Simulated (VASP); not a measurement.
GaN:

```
Ga N
1.0
     0.00000    2.24895    2.24895
     2.24895    0.00000    2.24895
     2.24895    2.24895    0.00000
Ga N
1 1
Direct
  0.00000 0.00000 0.00000
  0.75000 0.75000 0.75000
```

Base run:

| Quantity | Value |
| --- | --- |
| Program | VASP 6.6.1 |
| Functional | PBE |
| Potentials or basis | VASP PAW PBE potentials, release 64 (Ga_d, N) |
| Cutoff | 520 eV |
| k mesh | 8 × 8 × 8 |
| Occupations | gaussian, width 0.01 eV |
| Spin | no spin polarisation |

Its results: band gap on the k mesh 1.76 eV; pressure 6.2 GPa.

Q: The run is repeated on the same cell with these changes: functional from PBE to HSE06; k mesh from 8 × 8 × 8 to 6 × 6 × 6. What comes out?

A: Band gap on the k mesh 3.02 eV; pressure -0.1 GPa.

Several settings changed at once.

Caveats: the cell stands under pressure (at least some runs); the PAW data sets were made with another functional, which shifts forces and pressure a little (at least some runs).

